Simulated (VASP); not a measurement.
Write the native input for VASP 6.6.1 that does the following.

```yaml
Task: single point
Functional: r2SCAN
Potentials_or_basis: VASP PAW PBE potentials, release 64 (H, Cl, F)
Cutoff: 520 eV
k_mesh: 12 × 12 × 6
Occupations: gaussian, width 0.02 eV
Spin: no spin polarisation
Dipole_correction: no
Further_INCAR_settings: ALGO = Normal; EDIFF = 1e-07; NBANDS = 19
```

Crystal: HClF2.

```
H Cl F
1.0
     3.78976    0.00000    0.00000
    -1.89488    3.28203    0.00000
     0.00000    0.00000    6.05375
H Cl F
1 1 2
Direct
  0.00000 0.00000 0.50000
  0.00000 0.00000 0.00000
  0.00000 0.00000 0.31281
  0.00000 0.00000 0.68719
```

One way to write it, as run:

POSCAR

```
HClF2
1.0
    3.7897615681      0.0000000000      0.0000000000
   -1.8948807840      3.2820297922      0.0000000000
    0.0000000000      0.0000000000      6.0537510475
H Cl F
1 1 2
Direct
    0.0000000000      0.0000000000      0.5000000000
    0.0000000000      0.0000000000      0.0000000000
    0.0000000000      0.0000000000      0.3128112326
    0.0000000000      0.0000000000      0.6871887674
```

INCAR.step1

```
SYSTEM = HClF2
  PREC = Accurate
  ENCUT = 520
  ISMEAR = 0
  SIGMA = 0.02
  LREAL = .FALSE.
  LASPH = .TRUE.
  NELM = 60
  NBANDS = 19
  GGA = PE
  ALGO = Normal
  EDIFF = 1E-4
  LWAVE = .TRUE.
  LCHARG = .FALSE.
```

INCAR.step2

```
SYSTEM = HClF2
  PREC = Accurate
  ENCUT = 520
  EDIFF = 1E-7
  ISMEAR = 0
  SIGMA = 0.02
  LREAL = .FALSE.
  LASPH = .TRUE.
  NELM = 60
  ALGO = Normal
  ISIF = 2
  LWAVE = .FALSE.
  LCHARG = .FALSE.
  METAGGA = R2SCAN
  LMIXTAU = .TRUE.
  NBANDS = 19
  ISTART = 1
```

KPOINTS

```
Automatic mesh
0
G
  12 12 6
  0 0 0
```

Potentials or basis: VASP PAW PBE potentials, release 64 (H, Cl, F).

Command:

```bash
$ cat potpaw_PBE.64/H/POTCAR potpaw_PBE.64/Cl/POTCAR potpaw_PBE.64/F/POTCAR > POTCAR
$ cp INCAR.step1 INCAR
$ mpirun -np 1 vasp_std > vasp.out
$ cp INCAR.step2 INCAR
$ mpirun -np 1 vasp_std > vasp.out
```

Results of the run:

```json
{
  "Pressure": "-1.1 GPa",
  "Largest force": "0.045 eV/Å",
  "Band gap on the k mesh": "1.62 eV"
}
```

Caveat: the PAW data sets were made with another functional, which shifts forces and pressure a little.

Run time: 7.9 min on 1 thread of Intel(R) Xeon(R) Platinum 8259CL CPU @ 2.50GHz (Skylake/Cascade Lake) (shared host), peak memory 0.25 GiB.
